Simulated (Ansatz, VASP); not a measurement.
Ag in VASP and in Ansatz

```
Ag
1.0
     2.62951    0.00000    0.00000
     0.00000    2.62951    0.00000
     0.00000    0.00000    2.62951
Ag
1
Cartesian
  0.0000 0.0000 0.0000
```

Alike in both runs: task single point; functional PBEsol; k mesh 6 × 6 × 6; occupations gaussian, width 0.1 eV; no spin polarisation.

```csv
,VASP,Ansatz
version,VASP 6.6.1,Ansatz 0.2.0
potentials or method,"VASP PAW PBE potentials, release 64 (Ag), cutoff 500 eV","scalar-relativistic, plane waves, PAW"
valence electrons in the cell,11,19
```

|  | VASP | Ansatz | Ansatz less VASP |
| --- | --- | --- | --- |
| gap on the k mesh at the Fermi level (eV) | none | none | - |
| pressure (GPa) | 6.9 | 7.2 | +0.25 |

VASP's potentials were made for PBE, not for PBEsol. A gap of «none» marks a metal or a gap that the smearing closes. With one functional, cell and mesh, what is left measures potentials, basis and numerics. VASP's potentials hold 11 valence electrons a cell and Ansatz's 19, so a difference there can come from the potentials and not from the codes.

The k mesh is coarse, so the values compare programs but aren't converged.
